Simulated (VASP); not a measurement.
A run of VASP 6.6.1 is set up as follows.

POSCAR

```
Pd
1.0
    0.0000000000      1.9558504376      1.9558504376
    1.9558504376      0.0000000000      1.9558504376
    1.9558504376      1.9558504376      0.0000000000
Pd
1
Direct
    0.0000000000      0.0000000000      0.0000000000
```

The input INCAR.step1:

```
PREC = Accurate
ENCUT = 520
ISMEAR = -1
SIGMA = 0.1
LREAL = F
LASPH = T
NELM = 60
NBANDS = 11
GGA = PE
ALGO = Normal
EDIFF = 1E-4
LWAVE = T
LCHARG = F
```

The input INCAR.step2:

```
PREC = Accurate
ENCUT = 520
EDIFF = 1E-6
ISMEAR = -1
SIGMA = 0.1
LREAL = F
LASPH = T
NELM = 60
ALGO = Normal
ISIF = 2
LWAVE = F
LCHARG = T
METAGGA = R2SCAN
LMIXTAU = T
LELF = T
LVHAR = T
NBANDS = 11
ISTART = 1
```

Contents of KPOINTS:

```
regular mesh
0
Gamma
  14 14 14
```

Potentials or basis: VASP PAW PBE potentials, release 64 (Pd).

Run with:

```sh
$ cat potpaw_PBE.64/Pd/POTCAR > POTCAR
$ cp INCAR.step1 INCAR
$ mpirun -np 1 vasp_std > vasp.out
$ cp INCAR.step2 INCAR
$ mpirun -np 1 vasp_std > vasp.out
```

Task: What does it give for the pressure?

Result: 0.7 GPa.

Task: Estimate the band gap on the k mesh.

Result: Zero (band 5 reaches 9.67 eV, above the bottom of band 6 at 8.03 eV).

Caveat: the PAW data sets were made with another functional, which shifts forces and pressure a little.
